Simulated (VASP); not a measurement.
Set up this calculation in VASP 6.6.1, as the native input.

* Task: single point
* Functional: LDA
* Potentials or basis: VASP PAW LDA potentials, release 64 (Os_sv_GW)
* Cutoff: 560 eV
* k mesh: 14 × 14 × 8
* Occupations: fermi-dirac, width 0.1 eV
* Spin: no spin polarisation
* Dipole correction: no
* Further INCAR settings: ALGO = Normal; EDIFF = 1e-06; NBANDS = 23

The structure of Os lies in POSCAR:

```
Os
1.0
    2.7175247593      0.0000000000      0.0000000000
   -1.3587623796      2.3534454770      0.0000000000
    0.0000000000      0.0000000000      4.2844606214
Os
2
Direct
    0.3333333333      0.6666666667      0.2500000000
    0.6666666667      0.3333333333      0.7500000000
```

One way to write it, as run:

INCAR

```
ALGO = Normal ; EDIFF = 1E-6
ENCUT = 560 ; GGA_COMPAT = F
ISIF = 2 ; ISMEAR = -1
LASPH = T ; LCHARG = F
LREAL = F ; LWAVE = F
NBANDS = 23 ; NELM = 120
PREC = Accurate ; SIGMA = 0.1
```

KPOINTS

```
k-points
0
Gamma
  14 14 8
```

Potentials or basis: VASP PAW LDA potentials, release 64 (Os_sv_GW).

Run with:

```sh
$ cat potpaw_LDA.64/Os_sv_GW/POTCAR > POTCAR
$ mpirun -np 1 vasp_std > vasp.out
```

Results of the run:

```json
{
 "Pressure": "0.6 GPa",
 "Band gap on the k mesh": "zero (bands 16 and 17 overlap by 3.90 eV)"
}
```

Caveat: spin-orbit coupling is left out, which moves the levels of the heavy elements.

Wall time 24 s on 1 thread of Intel(R) Xeon(R) 6975P-C (Granite Rapids), on a shared host, peak memory 0.19 GiB.
